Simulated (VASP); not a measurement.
# AlCo (P4/mmm) in VASP: a series of runs, part 3 of 3

VASP 6.6.1. The steps go on from the part before.

## Step 4: Single point, PBEsol

This run uses another cell than the first one, of the same volume but with other edges.

Input file INCAR:

```
SYSTEM = AlCo
  PREC = Accurate
  ENCUT = 520
  EDIFF = 1E-6
  ISMEAR = 0
  SIGMA = 0.15
  LREAL = .False.
  LASPH = .True.
  NELM = 80
  ALGO = Fast
  ISIF = 2
  LWAVE = .False.
  LCHARG = .False.
  GGA = PS
  NBANDS = 13
```

Input file KPOINTS:

```
Automatic mesh
0
Gamma
  24 24 24
  0 0 0
```

Input file POSCAR:

```
AlCo
1.0
    3.2584369815      0.0000000000      0.0000000000
    0.0000000000      3.2584369815      0.0000000000
    0.0000000000      0.0000000000      2.1179840380
Al Co
1 1
Direct
    0.0000000000      0.0000000000      0.0000000000
    0.5000000000      0.5000000000      0.5000000000
```

Potentials or basis: VASP PAW PBE potentials, release 64 (Al, Co).

Command:

```
cat potpaw_PBE.64/Al/POTCAR potpaw_PBE.64/Co/POTCAR > POTCAR
mpirun -np 1 vasp_std > vasp.out
```

OUTCAR:

```text
SYSTEM = AlCo
   PREC = Accurate
   ENCUT = 520
   EDIFF = 1E-6
   ISMEAR = 0
   LREAL = .False.
   LASPH = .True.
   NELM = 80
   ISIF = 2
   GGA = PS

 ion  position               nearest neighbor table
   1  0.000  0.000  0.000-   2 2.54   2 2.54   2 2.54   2 2.54   2 2.54   2 2.54   2 2.54   2 2.54

   2  0.500  0.500  0.500-   1 2.54   1 2.54   1 2.54   1 2.54   1 2.54   1 2.54   1 2.54   1 2.54

  LATTYP: Found a simple tetragonal cell.
 ALAT       =     3.2584369815
 C/A-ratio  =     0.6500000000

  Lattice vectors:

 A1 = (   3.2584369815,   0.0000000000,   0.0000000000)
 A2 = (   0.0000000000,   3.2584369815,   0.0000000000)
 A3 = (   0.0000000000,   0.0000000000,   2.1179840380)

Analysis of symmetry for initial positions (statically):
=====================================================================
 Subroutine PRICEL returns:
 Original cell was already a primitive cell.

 Routine SETGRP: Setting up the symmetry group for a
 simple tetragonal supercell.

 Subroutine GETGRP returns: Found 16 space group operations
 (whereof 16 operations were pure point group operations)
 out of a pool of 16 trial point group operations.

The static configuration has the point symmetry D_4h.

Analysis of symmetry for dynamics (positions and initial velocities):
=====================================================================
 Subroutine PRICEL returns:
 Original cell was already a primitive cell.

 Routine SETGRP: Setting up the symmetry group for a
 simple tetragonal supercell.

 Subroutine GETGRP returns: Found 16 space group operations
 (whereof 16 operations were pure point group operations)
 out of a pool of 16 trial point group operations.

The dynamic configuration has the point symmetry D_4h.

 Subroutine INISYM returns: Found 16 space group operations
 (whereof 16 operations are pure point group operations),
 and found     1 'primitive' translations

----------------------------------------------------------------------------------------

                                     Primitive cell

  volume of cell :      22.4875

[... 115 lines left out ...]
   AEXX    =    0.0000 exact exchange contribution
   IVDW    =     0    specifies the selected vdW correction
   LEPSILON=     F    determine dielectric tensor
   LRPA    =     F    only Hartree local field effects (RPA)
 non-spin polarized calculation
 RMM-DIIS sequential band-by-band and
 Gauss-broadening in eV      SIGMA  =   0.15
  energy-cutoff  :      520.00
  volume of cell :       22.49
 maximum number of plane-waves:       624
   NGX = 13   NGY = 13   NGZ =  7

 number of electron      12.0000001 magnetization

 Free energy of the ion-electron system (eV)
  ---------------------------------------------------
  ext. energy  EPLUGINS =         0.00000000
  ---------------------------------------------------
  free energy    TOTEN  =       -10.69994624 eV

  energy without entropy =      -10.67007891  energy(sigma->0) =      -10.68501257

 E-fermi :  10.8806     XC(G=0): -12.4872

 val. band max:       10.8803701521   @ k =   0.4167   0.0000   0.4583
 cond. band min:      10.8807688468   @ k =   0.4583   0.2917   0.2917
 fundamental gap:      0.0003986947
 Fermi energy:        10.8806095116

 k-point     1 :       0.0000    0.0000    0.0000
  band No.  band energies     occupation
      1      -0.5162      2.00000
      2       6.8288      2.00000
      3       7.5269      2.00000
      4       9.0776      2.00000
      5      11.0746      0.06742
      6      11.0746      0.06742
      7      12.2087      0.00000
      8      12.2087      0.00000
      9      16.3553      0.00000
     10      17.7773      0.00000
     11      26.5600      0.00000
     12      27.1262      0.00000
     13      27.1262      0.00000
[... 354 lines left out ...]
  band No.  band energies     occupation
      1       2.1922      2.00000
      2       3.7685      2.00000
      3       7.0988      2.00000
      4       7.9982      2.00000
      5       9.9507      2.00000
      6      10.9921      0.29310
      7      11.0860      0.05283
      8      15.7627      0.00000
      9      16.5070      0.00000
     10      18.1661      0.00000
     11      23.1476      0.00000
     12      26.2722      0.00000
     13      32.6087      0.00000

 [... further k-points ...]
[... 5 lines left out ...]
  --------------------------------------------------------------------------------------
  -------------------------------------------------------------------------------------
  Total       -1.4568312     -1.4568312     17.0458971      0.0000000     -0.0000000      0.0000000
  in kB     -103.7954861   -103.7954861   1214.4764839      0.0000000     -0.0000000      0.0000000
  external PRESSURE =     335.6285039 kB  Pullay stress =       0.0000000 kB

 VOLUME and BASIS-vectors are now :
 -----------------------------------------------------------------------------
  energy-cutoff  :      520.00
  volume of cell :       22.49
      direct lattice vectors                 reciprocal lattice vectors
     3.258436982  0.000000000  0.000000000     0.306895608  0.000000000  0.000000000
     0.000000000  3.258436982  0.000000000     0.000000000  0.306895608  0.000000000
     0.000000000  0.000000000  2.117984038     0.000000000  0.000000000  0.472147090

 POSITION                                       TOTAL-FORCE (eV/Angst)
 -----------------------------------------------------------------------------------
      0.00000      0.00000      0.00000         0.000000      0.000000      0.000000
      1.62922      1.62922      1.05899         0.000000      0.000000      0.000000
 -----------------------------------------------------------------------------------
    total drift:                                0.000000     -0.000000     -0.000000

  FREE ENERGIE OF THE ION-ELECTRON SYSTEM (eV)
  ---------------------------------------------------
  free  energy   TOTEN  =       -10.6999462353 eV

  energy  without entropy=      -10.6700789057  energy(sigma->0) =      -10.68501257
```

stdout:

```text
POSCAR found type information on POSCAR AlCo
 POSCAR found :  2 types and       2 ions
 scaLAPACK will be used
 -----------------------------------------------------------------------------
|                                                                             |
|                                                                             |
|     You enforced a specific xc type in the INCAR file but a different       |
|     I HOPE YOU KNOW WHAT YOU ARE DOING!                                     |
|                                                                             |
 -----------------------------------------------------------------------------

 LDA part: xc-table for (Slater+PW92), standard interpolation
 POSCAR, INCAR and KPOINTS ok, starting setup
 FFT: planning ... GRIDC
 FFT: planning ... GRID_SOFT
 FFT: planning ... GRID
 WAVECAR not read
 entering main loop
```

Run time: 2 min. Hardware: 1 thread of AMD EPYC 9R45 (Zen 5), shared host; peak memory 0.42 GiB.

Results:

| Item | Value |
| --- | --- |
| Free energy | -10.6999 eV |
| Pressure | 33.6 GPa |
| Band gap on the k mesh | zero (bands 6 and 7 overlap by 3.41 eV) |

Caveat: the stress differs along the axes, from -10 to 121 GPa; the PAW data sets were made with another functional, which shifts forces and pressure a little; the run has no spin polarisation, though such a crystal can be magnetic.

## Step 5: Single point, PBEsol

This run uses another cell than the first one, of the same volume but with other edges.

Input file INCAR:

```
ALGO = Fast
EDIFF = 1E-7
ENCUT = 520
GGA = PS
ISIF = 2
ISMEAR = 0
LASPH = T
LCHARG = F
LREAL = F
LWAVE = F
NBANDS = 13
NELM = 100
PREC = Accurate
SIGMA = 0.15
```

Input file KPOINTS:

```
k-points
0
Gamma
  24 24 24
```

Input file POSCAR:

```
AlCo
1.0
    2.4657555840      0.0000000000      0.0000000000
    0.0000000000      2.4657555840      0.0000000000
    0.0000000000      0.0000000000      3.6986333761
Al Co
1 1
Direct
    0.0000000000      0.0000000000      0.0000000000
    0.5000000000      0.5000000000      0.5000000000
```

Command:

```
cat potpaw_PBE.64/Al/POTCAR potpaw_PBE.64/Co/POTCAR > POTCAR
mpirun -np 1 vasp_std > vasp.out
```

Run time: 2.7 min. Hardware: 1 thread of AMD EPYC 9R45 (Zen 5), shared host; peak memory 0.42 GiB.

The run converged. Its results:

```
Free energy            : -12.3607 eV
Pressure               : 9.0 GPa
Band gap on the k mesh : zero (bands 6 and 7 overlap by 2.98 eV)
```

Stress tensor (GPa, compression positive):
```
 22.58   0.00   0.00
  0.00  22.58   0.00
  0.00   0.00 -18.29
```

Levels at points of the mesh, in eV from the Fermi level:
```
           k point  band 3  band 4  band 5  band 6  band 7  band 8  band 9  band 10
(0.00, 0.00, 0.00)   -2.75   -1.19   -0.39   -0.39    0.34    4.37   10.33    11.92
(0.50, 0.00, 0.00)   -3.11   -2.24   -0.69   -0.17    1.54    4.68    6.27     8.04
(0.50, 0.50, 0.00)   -2.15   -2.11   -0.35   -0.35    1.01    4.49    6.22     9.36
(0.00, 0.00, 0.50)   -2.66   -1.63   -0.50   -0.50    0.35    9.79   10.97    14.39
(0.50, 0.00, 0.50)   -3.04   -1.91   -1.08   -0.68   -0.27    2.28    3.29    15.55
(0.50, 0.50, 0.50)   -3.25   -0.50    1.02    2.20    3.92    3.92    4.10     4.10
```

Caveat: the stress differs along the axes, from -18 to 23 GPa; the PAW data sets were made with another functional, which shifts forces and pressure a little; the run has no spin polarisation, though such a crystal can be magnetic. Spin polarisation is off, so any magnetic state and its effect on volume and gap are missing.

## Step 6: Overview

| cell | further INCAR settings | gap on the mesh (eV) | pressure (GPa) |
| --- | --- | --- | --- |
| a = 2.586, b = 2.586, c = 3.362 Å, 2 atoms | ALGO = Fast; EDIFF = 1e-06; NBANDS = 13 | none | 4.8 |
| a = 2.734, b = 2.734, c = 3.008 Å, 2 atoms | ALGO = Fast; EDIFF = 1e-06; NBANDS = 13 | none | 0.9 |
| a = 3.258, b = 3.258, c = 2.118 Å, 2 atoms | ALGO = Fast; EDIFF = 1e-06; NBANDS = 13 | none | 33.6 |
| a = 2.466, b = 2.466, c = 3.699 Å, 2 atoms | ALGO = Fast; EDIFF = 1e-07; NBANDS = 13 | none | 9.0 |

Alike in all rows: task single point; level PBEsol; potentials or basis VASP PAW PBE potentials, release 64 (Al, Co); no spin polarisation; k mesh 24 × 24 × 24; cutoff (eV) 520; smearing gaussian 0.15 eV.

Caveats: the PAW data sets were made with another functional, which shifts forces and pressure a little; the run has no spin polarisation, though such a crystal can be magnetic; the stress differs along the axes, from -10 to 12 GPa (at least some runs); the stress differs along the axes, from -7 to 5 GPa (at least some runs); the stress differs along the axes, from -10 to 121 GPa (at least some runs); the stress differs along the axes, from -18 to 23 GPa (at least some runs).

Absolute energies hang on the potentials; compare differences alone.
